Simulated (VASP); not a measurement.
# Sc2Ta (Fd-3m) in VASP: further runs, part 2 of 2

VASP 6.6.1. Earlier steps stand in the parts before.

## Step 3: Relaxation of cell and atoms, PBE

Contents of INCAR:

```
PREC = Accurate ; ENCUT = 600
EDIFF = 1E-7 ; ISMEAR = 0
SIGMA = 0.1 ; LREAL = False
LASPH = True ; NELM = 100
ALGO = Fast ; ISIF = 3
LWAVE = False ; LCHARG = False
GGA = PE ; IBRION = 2
NSW = 100 ; EDIFFG = -0.01
```

Contents of KPOINTS:

```
regular mesh
0
Gamma
  8 8 8
```

Contents of POSCAR:

```
Sc2Ta
1.0
    0.0000000000      3.9808958866      3.9808958866
    3.9808958866      0.0000000000      3.9808958866
    3.9808958866      3.9808958866      0.0000000000
Sc Ta
4 2
Direct
    0.1250000000      0.1250000000      0.1250000000
    0.6250000000      0.1250000000      0.1250000000
    0.1250000000      0.1250000000      0.6250000000
    0.1250000000      0.6250000000      0.1250000000
    0.5000000000      0.5000000000      0.5000000000
    0.7500000000      0.7500000000      0.7500000000
```

Potentials or basis: VASP PAW PBE potentials, release 64 (Sc_sv, Ta_pv).

On the command line:

```console
$ cat potpaw_PBE.64/Sc_sv/POTCAR potpaw_PBE.64/Ta_pv/POTCAR > POTCAR
$ mpirun -np 1 vasp_std > vasp.out
```

OUTCAR:

```text
PREC = Accurate
   ENCUT = 600
   EDIFF = 1E-7
   ISMEAR = 0
   LREAL = False
   LASPH = True
   NELM = 100
   ISIF = 3
   GGA = PE
   IBRION = 2
   NSW = 100
   EDIFFG = -0.01

 ion  position               nearest neighbor table
   1  0.125  0.125  0.125-   2 2.81   3 2.81   4 2.81   3 2.81   4 2.81   2 2.81   6 3.30   5 3.30
                             6 3.30   5 3.30   6 3.30   5 3.30
   2  0.625  0.125  0.125-   1 2.81   3 2.81   4 2.81   1 2.81   3 2.81   4 2.81   5 3.30   6 3.30
                             5 3.30   6 3.30   6 3.30   5 3.30
   3  0.125  0.125  0.625-   1 2.81   1 2.81   2 2.81   4 2.81   4 2.81   2 2.81   6 3.30   5 3.30
                             6 3.30   5 3.30   6 3.30   5 3.30
   4  0.125  0.625  0.125-   1 2.81   3 2.81   1 2.81   2 2.81   3 2.81   2 2.81   6 3.30   5 3.30
                             6 3.30   5 3.30   6 3.30   5 3.30
   5  0.500  0.500  0.500-   3 3.30   4 3.30   2 3.30   3 3.30   1 3.30   2 3.30   4 3.30   1 3.30
                             1 3.30   2 3.30   3 3.30   4 3.30   6 3.45   6 3.45   6 3.45   6 3.45
   6  0.750  0.750  0.750-   1 3.30   2 3.30   4 3.30   2 3.30   3 3.30   3 3.30   4 3.30   2 3.30
                             3 3.30   1 3.30   4 3.30   1 3.30   5 3.45   5 3.45   5 3.45   5 3.45

  LATTYP: Found a face centered cubic cell.
 ALAT       =     7.9617917732

  Lattice vectors:

 A1 = (   0.0000000000,   3.9808958866,   3.9808958866)
 A2 = (   3.9808958866,   0.0000000000,   3.9808958866)
 A3 = (   3.9808958866,   3.9808958866,   0.0000000000)

Analysis of symmetry for initial positions (statically):
=====================================================================
 Subroutine PRICEL returns:
 Original cell was already a primitive cell.

 Routine SETGRP: Setting up the symmetry group for a
 face centered cubic supercell.

 Subroutine GETGRP returns: Found 48 space group operations
 (whereof 24 operations were pure point group operations)
 out of a pool of 48 trial point group operations.

The static configuration has the point symmetry T_d .
 The point group associated with its full space group is O_h .

Analysis of symmetry for dynamics (positions and initial velocities):
=====================================================================
 Subroutine PRICEL returns:
 Original cell was already a primitive cell.

 Routine SETGRP: Setting up the symmetry group for a
 face centered cubic supercell.

 Subroutine GETGRP returns: Found 48 space group operations
 (whereof 24 operations were pure point group operations)
 out of a pool of 48 trial point group operations.

The dynamic configuration has the point symmetry T_d .
 The point group associated with its full space group is O_h .

 Subroutine INISYM returns: Found 48 space group operations
 (whereof 24 operations are pure point group operations),
 and found     1 'primitive' translations

----------------------------------------------------------------------------------------

                                     Primitive cell

  volume of cell :     126.1748

  direct lattice vectors                    reciprocal lattice vectors
     0.000000000  3.980895887  3.980895887    -0.125599869  0.125599869  0.125599869
     3.980895887  0.000000000  3.980895887     0.125599869 -0.125599869  0.125599869
     3.980895887  3.980895887  0.000000000     0.125599869  0.125599869 -0.125599869
[... 72 lines left out ...]
 -0.375000  0.250000  0.125000     24.000000
 [... further k-points ...]
   k-points           NKPTS =     29   k-points in BZ     NKDIM =     29   number of bands    NBANDS=     39
   number of dos      NEDOS =    301   number of ions     NIONS =      6
   total plane-waves  NPLWV = 110592
   dimension x,y,z NGX =    48 NGY =   48 NGZ =   48
   dimension x,y,z NGXF=    96 NGYF=   96 NGZF=   96
   ions per type =               4   2
   NGX,Y,Z   is equivalent  to a cutoff of  14.17, 14.17, 14.17 a.u.
   NGXF,Y,Z  is equivalent  to a cutoff of  28.35, 28.35, 28.35 a.u.
 SYSTEM =  unknown system
   PREC   = accura    normal or accurate (medium, high low for compatibility)
   ISTART =      0    job   : 0-new  1-cont  2-samecut
   ICHARG =      2    charge: 1-file 2-atom 10-const
   ISPIN  =      1    spin polarized calculation?
   LNONCOLLINEAR =      F non collinear calculations
   LSORBIT =      F    spin-orbit coupling
   LASPH  =      T    aspherical Exc in radial PAW
   ENCUT  =  600.0 eV  44.10 Ry    6.64 a.u.  11.24 11.24 11.24*2*pi/ulx,y,z
   NELM   =    100;   NELMIN=  2; NELMDL= -5     # of ELM steps
   EDIFF  = 0.1E-06   stopping-criterion for ELM
   LREAL  =      F    real-space projection
   EDIFFG = -.1E-01   stopping-criterion for IOM
   NSW    =    100    number of steps for IOM
   IBRION =      2    ionic relax: 0-MD 1-quasi-New 2-CG
   NFREE  =      1    steps in history (QN), initial steepest desc. (CG)
   ISIF   =      3    stress and relaxation
   ISYM   =      2    0-nonsym 1-usesym 2-fastsym
   POTIM  = 0.5000    time-step for ionic-motion
   TEBEG  =    0.0;   TEEND  =   0.0 temperature during run
   PSTRESS=    0.0 pullay stress
   NELECT =      66.0000    total number of electrons
   NUPDOWN=      -1.0000    fix difference up-down
   EMIN   =  10.00;   EMAX   =-10.00  energy-range for DOS
   EFERMI =   0.00;   METHOD = LEGACY
   ISMEAR =     0;   SIGMA  =   0.10  broadening in eV -4-tet -1-fermi 0-gaus
   EFERMI_NEDOS =   21; number of points for ismear=-14 and -15
   IALGO  =     68    algorithm
   IMIX   =      4    mixing-type and parameters
     AMIX     =   0.40;   BMIX     =  1.00
     AMIX_MAG =   1.60;   BMIX_MAG =  1.00
  volume/ion in A,a.u.               =      21.03       141.91
  Fermi-wavevector in a.u.,A,eV,Ry     =   1.319062  2.492666 23.673123  1.739925
  Thomas-Fermi vector in A             =   2.448987
   LORBIT       =      0    0 simple, 1 ext, 2 COOP (PROOUT), +10 PAW based schemes
   GGA     = PE    functional components
   LHFCALC =     F    Hartree Fock is set to
   AEXX    =    0.0000 exact exchange contribution
   IVDW    =     0    specifies the selected vdW correction
   LEPSILON=     F    determine dielectric tensor
   LRPA    =     F    only Hartree local field effects (RPA)
 conjugate gradient relaxation of ions
 non-spin polarized calculation
 RMM-DIIS sequential band-by-band and
 Gauss-broadening in eV      SIGMA  =   0.10
  energy-cutoff  :      600.00
  volume of cell :      126.17
 maximum number of plane-waves:      4279
 NGX is ok and might be reduce to    48
   NGX = 23   NGY = 23   NGZ = 23

 number of electron      65.9999999 magnetization

 Free energy of the ion-electron system (eV)
  ---------------------------------------------------
  ext. energy  EPLUGINS =         0.00000000
  ---------------------------------------------------
  free energy    TOTEN  =       -44.73178543 eV

  energy without entropy =      -44.66667791  energy(sigma->0) =      -44.69923167

 E-fermi :   4.3473     XC(G=0): -10.9774

 val. band max:        4.3441398432   @ k =   0.3750   0.2500   0.1250
 cond. band min:       4.3555216288   @ k =   0.5000   0.5000   0.0000
 fundamental gap:      0.0113817856
 Fermi energy:         4.3473425184

 k-point     1 :       0.0000    0.0000    0.0000
  band No.  band energies     occupation
      1     -44.4570      2.00000
      2     -44.2315      2.00000
      3     -44.2315      2.00000
      4     -44.2315      2.00000
      5     -29.8839      2.00000
      6     -29.8839      2.00000
[... 997 lines left out ...]
     38       5.3674      0.00000
     39       5.6764      0.00000

 [... further k-points ...]

------------------------ aborting loop because EDIFF is reached ----------------------------------------

  FORCE on cell =-STRESS in cart. coord.  units (eV):
  Direction    XX          YY          ZZ          XY          YZ          ZX
  --------------------------------------------------------------------------------------
  -------------------------------------------------------------------------------------
  Total        0.0484753      0.0484753      0.0484753     -0.0000000     -0.0000000      0.0000000
  in kB        0.6155436      0.6155436      0.6155436     -0.0000000     -0.0000000      0.0000000
  external PRESSURE =       0.6155436 kB  Pullay stress =       0.0000000 kB

 VOLUME and BASIS-vectors are now :
 -----------------------------------------------------------------------------
  energy-cutoff  :      600.00
  volume of cell :      126.17
      direct lattice vectors                 reciprocal lattice vectors
     0.000000000  3.980895887  3.980895887    -0.125599869  0.125599869  0.125599869
     3.980895887  0.000000000  3.980895887     0.125599869 -0.125599869  0.125599869
     3.980895887  3.980895887  0.000000000     0.125599869  0.125599869 -0.125599869

 POSITION                                       TOTAL-FORCE (eV/Angst)
 -----------------------------------------------------------------------------------
      0.99522      0.99522      0.99522        -0.000000     -0.000000     -0.000000
      0.99522      2.98567      2.98567        -0.000000     -0.000000     -0.000000
      2.98567      2.98567      0.99522        -0.000000     -0.000000     -0.000000
      2.98567      0.99522      2.98567        -0.000000     -0.000000     -0.000000
      3.98090      3.98090      3.98090         0.000000      0.000000      0.000000
      5.97134      5.97134      5.97134        -0.000000     -0.000000     -0.000000
 -----------------------------------------------------------------------------------
    total drift:                                0.000000      0.000000      0.000000

  FREE ENERGIE OF THE ION-ELECTRON SYSTEM (eV)
  ---------------------------------------------------
  free  energy   TOTEN  =       -44.7317854319 eV

  energy  without entropy=      -44.6666779052  energy(sigma->0) =      -44.69923167

 reached required accuracy - stopping structural energy minimisation
```

OSZICAR:

```text
N       E                     dE             d eps       ncg     rms          rms(c)
DAV:   1     0.136024293970E+04    0.13602E+04   -0.33454E+04  2262   0.204E+03
DAV:   2     0.723498803469E+02   -0.12879E+04   -0.12750E+04  3062   0.808E+02
DAV:   3    -0.396108867142E+02   -0.11196E+03   -0.10794E+03  3783   0.300E+02
[... 25 lines left out ...]
RMM:  29    -0.447317846742E+02   -0.39223E-06   -0.40490E-06  1694   0.273E-03    0.105E-03
RMM:  30    -0.447317849034E+02   -0.22920E-06   -0.23839E-06  1265   0.227E-03    0.972E-04
RMM:  31    -0.447317851144E+02   -0.21103E-06   -0.19690E-06  1468   0.171E-03    0.106E-03
RMM:  32    -0.447317853150E+02   -0.20064E-06   -0.11730E-06  1592   0.233E-03    0.122E-03
RMM:  33    -0.447317854150E+02   -0.99924E-07   -0.10694E-06  1544   0.178E-03    0.138E-03
RMM:  34    -0.447317854319E+02   -0.16958E-07   -0.52575E-07   865   0.104E-03
   1 F= -.44731785E+02 E0= -.44699232E+02  d E =-.447318E+02
```

Wall time 6.4 min (1 thread of Intel Xeon 6975P-C (Granite Rapids), shared host); peak memory 0.42 GiB.

Results:

- Free energy: -44.7318 eV
- Pressure after relaxing: 0.1 GPa
- Band gap on the k mesh: zero (bands 33 and 34 overlap by 0.56 eV)

Final structure:
```yaml
crystal:
  lattice:
    - [0.00000, 3.98090, 3.98090]
    - [3.98090, 0.00000, 3.98090]
    - [3.98090, 3.98090, 0.00000]
  atoms:
    - { symbol: Sc, position: [0.12500, 0.12500, 0.12500] }
    - { symbol: Sc, position: [0.62500, 0.12500, 0.12500] }
    - { symbol: Sc, position: [0.12500, 0.12500, 0.62500] }
    - { symbol: Sc, position: [0.12500, 0.62500, 0.12500] }
    - { symbol: Ta, position: [0.50000, 0.50000, 0.50000] }
    - { symbol: Ta, position: [0.75000, 0.75000, 0.75000] }
```

Levels at points of the mesh, in eV from the Fermi level:
```
           k point  band 30  band 31  band 32  band 33  band 34  band 35  band 36  band 37
(0.00, 0.00, 0.00)    -0.74    -0.49    -0.49     0.06     0.06     0.06     0.53     0.53
(0.50, 0.00, 0.00)    -0.39    -0.22    -0.22     0.25     0.25     0.63     0.63     0.81
(0.50, 0.50, 0.00)    -0.43    -0.35    -0.35    -0.32    -0.32     0.01     0.01     1.07
```

Caveat: the relaxation stopped at its first step, so nothing moved; spin-orbit coupling is left out, which moves the levels of the heavy elements.
